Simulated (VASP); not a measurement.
# O (R-3m) in VASP: further runs

Runs on O. Level: PBEsol. Tasks: single point.

Everything below comes from runs of VASP 6.6.1. Logs are shortened: lines on timing, memory, paths and dates and some standing lists are left out, and cuts for length are marked.

## Step 1: The cell of the first run

Symmetry: R-3m, No. 166, trigonal system. The conventional cell has a = 2.828 Å, b = 2.828 Å, c = 10.156 Å, α = 90.00°, β = 90.00°, γ = 120.00°. O (site symmetry 3m) has 1 O at 1.17 Å within 1.6 Å.

## Step 2: Single point, PBEsol (volume scaled by 0.98)

Input file INCAR:

```
PREC     = Accurate       # precision mode
ENCUT    = 520            # plane-wave cutoff, eV
EDIFF    = 1E-6           # SCF threshold, eV
ISMEAR   = -1             # smearing method
SIGMA    = 0.02           # smearing width, eV
LREAL    = False          # projectors in reciprocal space
LASPH    = True           # aspherical terms in the spheres
NELM     = 80             # most SCF steps
ALGO     = Normal         # electronic algorithm
ISIF     = 2              # what is computed and relaxed
LWAVE    = False          # write WAVECAR
LCHARG   = True           # write CHGCAR
GGA      = PS             # functional
LELF     = True           # ELF
LVHAR    = True         
NBANDS   = 13             # bands
```

Input file KPOINTS:

```
regular mesh
0
Gamma
  10 10 10
```

Input file POSCAR:

```
O
1.0
    1.4137960563      0.8162555336      3.3854248141
   -1.4137960563      0.8162555336      3.3854248141
    0.0000000000     -1.6325110673      3.3854248141
O
2
Direct
    0.0577000000      0.0577000000      0.0577000000
    0.9423000000      0.9423000000      0.9423000000
```

Potentials or basis: VASP PAW PBE potentials, release 64 (O).

Run with:

```bash
> cat potpaw_PBE.64/O/POTCAR > POTCAR
> mpirun -np 1 vasp_std > vasp.out
```

OUTCAR:

```text
PREC = Accurate
   ENCUT = 520
   EDIFF = 1E-6
   ISMEAR = -1
   LREAL = False
   LASPH = True
   NELM = 80
   ISIF = 2
   GGA = PS

 ion  position               nearest neighbor table
   1  0.058  0.058  0.058-   2 1.17
   2  0.942  0.942  0.942-   1 1.17

  LATTYP: Found a trigonal (rhomboedric) cell.
 ALAT       =     3.7584828797
 COS(alpha) =     0.7170052526

  Lattice vectors:

 A1 = (   1.4137960563,   0.8162555336,   3.3854248141)
 A2 = (  -1.4137960563,   0.8162555336,   3.3854248141)
 A3 = (   0.0000000000,  -1.6325110673,   3.3854248141)

Analysis of symmetry for initial positions (statically):
=====================================================================
 Subroutine PRICEL returns:
 Original cell was already a primitive cell.

 Routine SETGRP: Setting up the symmetry group for a
 trigonal (rhombohedral) supercell.

 Subroutine GETGRP returns: Found 12 space group operations
 (whereof 12 operations were pure point group operations)
 out of a pool of 12 trial point group operations.

The static configuration has the point symmetry D_3d.

Analysis of symmetry for dynamics (positions and initial velocities):
=====================================================================
 Subroutine PRICEL returns:
 Original cell was already a primitive cell.

 Routine SETGRP: Setting up the symmetry group for a
 trigonal (rhombohedral) supercell.

 Subroutine GETGRP returns: Found 12 space group operations
 (whereof 12 operations were pure point group operations)
 out of a pool of 12 trial point group operations.

The dynamic configuration has the point symmetry D_3d.

 Subroutine INISYM returns: Found 12 space group operations
 (whereof 12 operations are pure point group operations),
 and found     1 'primitive' translations

----------------------------------------------------------------------------------------

                                     Primitive cell

  volume of cell :      23.4411

  direct lattice vectors                    reciprocal lattice vectors
     1.413796056  0.816255534  3.385424814     0.353657798  0.204184425  0.098461302
    -1.413796056  0.816255534  3.385424814    -0.353657798  0.204184425  0.098461302
     0.000000000 -1.632511067  3.385424814     0.000000000 -0.408368850  0.098461301

  length of vectors
     3.758482880  3.758482880  3.758482880     0.420071119  0.420071119  0.420071119

  position of ions in fractional coordinates (direct lattice)
     0.057700000  0.057700000  0.057700000
     0.942300000  0.942300000  0.942300000

  ion indices of the primitive-cell ions
   primitive index   ion index
                 1           1
                 2           2

----------------------------------------------------------------------------------------

 KPOINTS: regular mesh

Automatic generation of k-mesh.
 Grid dimensions read from file:
 generate k-points for:   10   10   10

 Generating k-lattice:

  Cartesian coordinates                     Fractional coordinates (reciprocal lattice)
     0.035365780  0.020418442  0.009846130     0.100000000  0.000000000  0.000000000
    -0.035365780  0.020418442  0.009846130     0.000000000  0.100000000  0.000000000
     0.000000000 -0.040836885  0.009846130     0.000000000  0.000000000  0.100000000

  Length of vectors
     0.042007112  0.042007112  0.042007112

  Shift w.r.t. Gamma in fractional coordinates (k-lattice)
     0.000000000  0.000000000  0.000000000

 Subroutine IBZKPT returns following result:
 ===========================================

 Found    116 irreducible k-points:

 Following reciprocal coordinates:
            Coordinates               Weight
  0.000000  0.000000  0.000000      1.000000
  0.100000 -0.000000 -0.000000      6.000000
  0.200000 -0.000000 -0.000000      6.000000
  0.300000  0.000000 -0.000000      6.000000
  0.400000  0.000000  0.000000      6.000000
  0.500000 -0.000000  0.000000      3.000000
[... 16 lines left out ...]
  0.300000  0.300000 -0.000000      6.000000
  0.400000  0.300000  0.000000     12.000000
 [... further k-points ...]
   k-points           NKPTS =    116   k-points in BZ     NKDIM =    116   number of bands    NBANDS=     13
   number of dos      NEDOS =    301   number of ions     NIONS =      2
   total plane-waves  NPLWV =  21952
   dimension x,y,z NGX =    28 NGY =   28 NGZ =   28
   dimension x,y,z NGXF=    56 NGYF=   56 NGZF=   56
   ions per type =               2
   NGX,Y,Z   is equivalent  to a cutoff of  12.39, 12.39, 12.39 a.u.
   NGXF,Y,Z  is equivalent  to a cutoff of  24.77, 24.77, 24.77 a.u.
 SYSTEM =  unknown system
   PREC   = accura    normal or accurate (medium, high low for compatibility)
   ISTART =      0    job   : 0-new  1-cont  2-samecut
   ICHARG =      2    charge: 1-file 2-atom 10-const
   ISPIN  =      1    spin polarized calculation?
   LNONCOLLINEAR =      F non collinear calculations
   LSORBIT =      F    spin-orbit coupling
   LASPH  =      T    aspherical Exc in radial PAW
   ENCUT  =  520.0 eV  38.22 Ry    6.18 a.u.   6.99  6.99  6.99*2*pi/ulx,y,z
   NELM   =     80;   NELMIN=  2; NELMDL= -5     # of ELM steps
   EDIFF  = 0.1E-05   stopping-criterion for ELM
   LREAL  =      F    real-space projection
   EDIFFG = 0.1E-04   stopping-criterion for IOM
   NSW    =      0    number of steps for IOM
   IBRION =     -1    ionic relax: 0-MD 1-quasi-New 2-CG
   NFREE  =      0    steps in history (QN), initial steepest desc. (CG)
   ISIF   =      2    stress and relaxation
   ISYM   =      2    0-nonsym 1-usesym 2-fastsym
   POTIM  = 0.5000    time-step for ionic-motion
   TEBEG  =    0.0;   TEEND  =   0.0 temperature during run
   PSTRESS=    0.0 pullay stress
   NELECT =      12.0000    total number of electrons
   NUPDOWN=      -1.0000    fix difference up-down
   EMIN   =  10.00;   EMAX   =-10.00  energy-range for DOS
   EFERMI =   0.00;   METHOD = LEGACY
   ISMEAR =    -1;   SIGMA  =   0.02  broadening in eV -4-tet -1-fermi 0-gaus
   EFERMI_NEDOS =   21; number of points for ismear=-14 and -15
   IALGO  =     38    algorithm
   IMIX   =      4    mixing-type and parameters
     AMIX     =   0.40;   BMIX     =  1.00
     AMIX_MAG =   1.60;   BMIX_MAG =  1.00
  volume/ion in A,a.u.               =      11.72        79.09
  Fermi-wavevector in a.u.,A,eV,Ry     =   1.309612  2.474809 23.335146  1.715085
  Thomas-Fermi vector in A             =   2.440199
   LORBIT       =      0    0 simple, 1 ext, 2 COOP (PROOUT), +10 PAW based schemes
   GGA     = PS    functional components
   LHFCALC =     F    Hartree Fock is set to
   AEXX    =    0.0000 exact exchange contribution
   IVDW    =     0    specifies the selected vdW correction
   LEPSILON=     F    determine dielectric tensor
   LRPA    =     F    only Hartree local field effects (RPA)
 non-spin polarized calculation
  energy-cutoff  :      520.00
  volume of cell :       23.44
 maximum number of plane-waves:       642
   NGX = 13   NGY = 13   NGZ = 13

 number of electron      11.9999998 magnetization

 Free energy of the ion-electron system (eV)
  ---------------------------------------------------
  ext. energy  EPLUGINS =         0.00000000
  ---------------------------------------------------
  free energy    TOTEN  =        -9.81132193 eV

  energy without entropy =       -9.80965559  energy(sigma->0) =       -9.81048876

 E-fermi :   0.5890     XC(G=0):  -9.5407

 val. band max:        0.5617697505   @ k =  -0.4000   0.1000   0.0000
 cond. band min:       0.5901813971   @ k =   0.5000   0.5000   0.3000
 fundamental gap:      0.0284116466
 Fermi energy:         0.5889970310

 k-point     1 :       0.0000    0.0000    0.0000
  band No.  band energies     occupation
      1     -27.8684      2.00000
      2     -13.1665      2.00000
      3      -8.7505      2.00000
      4      -6.1565      2.00000
      5      -6.1565      2.00000
      6       1.1731      0.00000
      7       1.1731      0.00000
      8       8.7208      0.00000
      9      12.4723      0.00000
     10      15.4057      0.00000
     11      19.3118      0.00000
     12      21.7819      0.00000
     13      21.7819      0.00000

 k-point     2 :       0.1000   -0.0000   -0.0000
  band No.  band energies     occupation
      1     -27.8343      2.00000
      2     -13.1543      2.00000
      3      -8.6928      2.00000
      4      -6.3280      2.00000
      5      -6.1962      2.00000
      6       1.0235      0.00000
      7       1.1223      0.00000
      8       9.0441      0.00000
      9      12.4712      0.00000
     10      15.4166      0.00000
     11      19.4675      0.00000
     12      20.3656      0.00000
     13      22.1809      0.00000

 k-point     3 :       0.2000   -0.0000   -0.0000
  band No.  band energies     occupation
      1     -27.7430      2.00000
      2     -13.1192      2.00000
      3      -8.5609      2.00000
      4      -6.7389      2.00000
      5      -6.2982      2.00000
      6       0.6525      0.08036
      7       0.9909      0.00000
      8       9.8516      0.00000
      9      12.4428      0.00000
     10      15.5883      0.00000
     11      17.7761      0.00000
     12      20.6896      0.00000
     13      22.2163      0.00000

 k-point     4 :       0.3000    0.0000   -0.0000
  band No.  band energies     occupation
      1     -27.6275      2.00000
      2     -13.0684      2.00000
      3      -8.4655      2.00000
      4      -7.1507      2.00000
      5      -6.4213      2.00000
      6       0.2340      2.00000
      7       0.8319      0.00001
      8      10.7129      0.00000
      9      12.4498      0.00000
     10      15.5710      0.00000
     11      16.5958      0.00000
     12      20.4917      0.00000
     13      21.5241      0.00000

 k-point     5 :       0.4000    0.0000    0.0000
  band No.  band energies     occupation
      1     -27.5320      2.00000
      2     -13.0215      2.00000
      3      -8.4940      2.00000
      4      -7.3628      2.00000
      5      -6.5184      2.00000
      6      -0.0735      2.00000
      7       0.7059      0.00578
      8      11.1574      0.00000
      9      12.7232      0.00000
     10      14.4715      0.00000
     11      17.3393      0.00000
     12      19.3376      0.00000
     13      21.9235      0.00000
[... 257 lines left out ...]
 k-point    22 :      -0.2000    0.2000    0.0000
  band No.  band energies     occupation
      1     -27.5770      2.00000
      2     -12.9658      2.00000
      3      -8.5621      2.00000
      4      -7.0131      2.00000
      5      -6.7561      2.00000
      6       0.0458      2.00000
      7       0.6380      0.15919
      8      11.4448      0.00000
      9      12.1937      0.00000
     10      16.0198      0.00000
     11      17.0101      0.00000
     12      19.1254      0.00000
     13      21.1253      0.00000

 k-point    23 :       0.3000    0.3000   -0.0000
  band No.  band energies     occupation
      1     -27.6111      2.00000
      2     -13.3658      2.00000
      3      -8.1631      2.00000
      4      -6.8589      2.00000
      5      -6.5623      2.00000
      6      -0.1394      2.00000
      7       1.2017      0.00000
      8      10.2738      0.00000
      9      12.5445      0.00000
     10      15.1241      0.00000
     11      16.4225      0.00000
     12      20.3470      0.00000
     13      23.0741      0.00000

 k-point    24 :       0.4000    0.3000    0.0000
  band No.  band energies     occupation
      1     -27.5438      2.00000
      2     -13.3510      2.00000
      3      -8.1677      2.00000
      4      -6.8760      2.00000
      5      -6.7529      2.00000
      6      -0.3749      2.00000
      7       1.0933      0.00000
      8      10.5697      0.00000
      9      12.7172      0.00000
     10      15.2946      0.00000
     11      15.9512      0.00000
     12      19.8596      0.00000
     13      22.5838      0.00000

 [... further k-points ...]
[... 5 lines left out ...]
  --------------------------------------------------------------------------------------
  -------------------------------------------------------------------------------------
  Total       -1.3124959     -1.3124959      6.3210725      0.0000000     -0.0000000      0.0000000
  in kB      -89.7080065    -89.7080065    432.0400663      0.0000000     -0.0000000      0.0000000
  external PRESSURE =      84.2080178 kB  Pullay stress =       0.0000000 kB

 VOLUME and BASIS-vectors are now :
 -----------------------------------------------------------------------------
  energy-cutoff  :      520.00
  volume of cell :       23.44
      direct lattice vectors                 reciprocal lattice vectors
     1.413796056  0.816255534  3.385424814     0.353657798  0.204184425  0.098461302
    -1.413796056  0.816255534  3.385424814    -0.353657798  0.204184425  0.098461302
     0.000000000 -1.632511067  3.385424814     0.000000000 -0.408368850  0.098461301

 POSITION                                       TOTAL-FORCE (eV/Angst)
 -----------------------------------------------------------------------------------
      0.00000     -0.00000      0.58602         0.000000     -0.000000      4.763348
      0.00000     -0.00000      9.57026         0.000000      0.000000     -4.763348
 -----------------------------------------------------------------------------------
    total drift:                                0.000000     -0.000000      0.000000

  FREE ENERGIE OF THE ION-ELECTRON SYSTEM (eV)
  ---------------------------------------------------
  free  energy   TOTEN  =        -9.8113219270 eV

  energy  without entropy=       -9.8096555911  energy(sigma->0) =       -9.81048876
```

Run time: 33 s. Hardware: 1 thread of AMD EPYC 7R13 (Zen 3), shared host; peak memory 0.13 GiB.

Results:

| Item | Value |
| --- | --- |
| Free energy | -9.8113 eV |
| Pressure | 8.4 GPa |
| Largest force | 4.763 eV/Å |
| Band gap on the k mesh | zero (band 6 reaches 1.43 eV, above the bottom of band 7 at 0.07 eV) |

Forces on the atoms (eV/Å):
```
O    0.000  0.000  4.763
O    0.000  0.000 -4.763
```

Caveat: the standard files for N, O and F lose accuracy on very short bonds; spin is off for a triplet molecule; the PAW data sets were made with another functional, which shifts forces and pressure a little.

## Step 3: Single point, PBEsol (volume scaled by 0.99)

Input file INCAR:

```
  ALGO = Normal
  EDIFF = 1E-6
  ENCUT = 520
  GGA = PS
  ISIF = 2
  ISMEAR = -1
  LASPH = True
  LCHARG = True
  LELF = True
  LREAL = False
  LVHAR = True
  LWAVE = False
  NBANDS = 13
  NELM = 60
  PREC = Accurate
  SIGMA = 0.02
```

Input file KPOINTS:

```
k-points
0
Gamma
  10 10 10
```

Input file POSCAR:

```
O
1.0
    1.4185886219      0.8190225227      3.3969009182
   -1.4185886219      0.8190225227      3.3969009182
    0.0000000000     -1.6380450454      3.3969009182
O
2
Direct
    0.0577000000      0.0577000000      0.0577000000
    0.9423000000      0.9423000000      0.9423000000
```

Potentials or basis: VASP PAW PBE potentials, release 64 (O).

Run with:

```bash
> cat potpaw_PBE.64/O/POTCAR > POTCAR
> mpirun -np 1 vasp_std > vasp.out
```

Run time: 29 s. Hardware: 1 thread of AMD EPYC 7R13 (Zen 3), shared host; peak memory 0.13 GiB.

It converged, with:

* Free energy: -9.8236 eV
* Pressure: 7.1 GPa
* Largest force: 4.342 eV/Å
* Band gap on the k mesh: zero (band 6 reaches 1.32 eV, above the bottom of band 7 at -0.02 eV)

Forces in eV/Å, atoms in the order of the input:
```
O    0.000  0.000  4.342
O    0.000  0.000 -4.342
```

Stress tensor (GPa, compression positive):
```
-8.94  0.00  0.00
 0.00 -8.94  0.00
 0.00  0.00 39.25
```

Levels at points of the mesh, in eV from the Fermi level:
| k point | band 2 | band 3 | band 4 | band 5 | band 6 | band 7 | band 8 | band 9 | band 10 | band 11 |
| --- | --- | --- | --- | --- | --- | --- | --- | --- | --- | --- |
| (0.00, 0.00, 0.00) | -13.76 | -9.26 | -6.68 | -6.68 | 0.57 | 0.57 | 8.10 | 11.77 | 14.78 | 18.61 |
| (0.50, 0.00, 0.00) | -13.59 | -9.03 | -7.95 | -7.07 | -0.76 | 0.07 | 10.57 | 12.46 | 13.20 | 17.42 |
| (0.50, 0.50, 0.00) | -13.98 | -8.82 | -7.31 | -7.28 | -1.39 | 0.62 | 10.13 | 11.51 | 15.14 | 15.19 |
| (0.50, 0.50, 0.50) | -15.02 | -7.12 | -6.78 | -6.78 | 0.83 | 0.83 | 7.97 | 8.34 | 13.71 | 20.30 |

Caveat: the standard files for N, O and F lose accuracy on very short bonds; spin is off for a triplet molecule; the PAW data sets were made with another functional, which shifts forces and pressure a little.

(Continued in part 2 of 2.)
